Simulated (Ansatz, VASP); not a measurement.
Pt: VASP beside Ansatz

The input INCAR:

```
PREC     = Accurate       # precision mode
ENCUT    = 520            # plane-wave cutoff, eV
EDIFF    = 1E-6           # SCF threshold, eV
ISMEAR   = 0              # smearing method
SIGMA    = 0.15           # smearing width, eV
LREAL    = False          # projectors in reciprocal space
LASPH    = True           # aspherical terms in the spheres
NELM     = 60             # most SCF steps
ALGO     = Fast           # electronic algorithm
ISIF     = 2              # what is computed and relaxed
LWAVE    = False          # write WAVECAR
LCHARG   = True           # write CHGCAR
GGA      = PE             # functional
LELF     = True           # ELF
LVHAR    = True         
NBANDS   = 11             # bands
```

Contents of KPOINTS:

```
Automatic mesh
0
Gamma
  20 20 20
```

The input POSCAR:

```
Pt
1.0
    0.1984964712      2.1239122413      2.1239122413
    2.1239122413      0.1984964712      2.1239122413
    2.1239122413      2.1239122413      0.1984964712
Pt
1
Direct
    0.0000000000      0.0000000000      0.0000000000
```

Input for Ansatz:

```yaml
crystal:
  lattice:
    - [0.1984964712, 2.1239122413, 2.1239122413]
    - [2.1239122413, 0.1984964712, 2.1239122413]
    - [2.1239122413, 2.1239122413, 0.1984964712]
  atoms:
    - { symbol: Pt, position: [0.0, 0.0, 0.0] }
basis:
  ecutwfc: 420
kpoints:
  mp_grid: { grid: [20, 20, 20] }
hamiltonian:
  xc: pbe
  pseudopotentials: { kind: paw, azcp: { folder: soft_1 } }
scf:
  occupations: { method: gaussian, width: 0.15 }
output:
  forces: true
  stress: true
  eigenvalues: true
```

Change from the starting cell: equal engineering shear yz, xz and xy +0.1000, equal normal strain along x, y and z +0.0200.

Alike in both runs: task single point; functional PBE; k mesh 20 × 20 × 20; occupations gaussian, width 0.15 eV; no spin polarisation.

|  | VASP | Ansatz |
| --- | --- | --- |
| version | VASP 6.6.1 | Ansatz 0.2.0 |
| potentials or method | VASP PAW PBE potentials, release 64 (Pt), cutoff 520 eV | scalar-relativistic, plane waves, PAW |
| valence electrons in the cell | 10 | 18 |

VASP gave:

```
gap on the k mesh at the Fermi level (eV)                     : none
pressure (GPa)                                                : -6.5
traceless stress, the component that is largest in VASP (GPa) : -5.64
```

Question: What did Ansatz give for the same quantities?

Answer: gap on the k mesh at the Fermi level (eV): none; pressure (GPa): -6.0; traceless stress, the component that is largest in VASP (GPa): -5.65.

A gap of «none» marks a metal or a gap that the smearing closes. VASP's potentials hold 10 valence electrons a cell and Ansatz's 18, so a difference there can come from the potentials and not from the codes.

Neither program's run includes spin-orbit coupling.
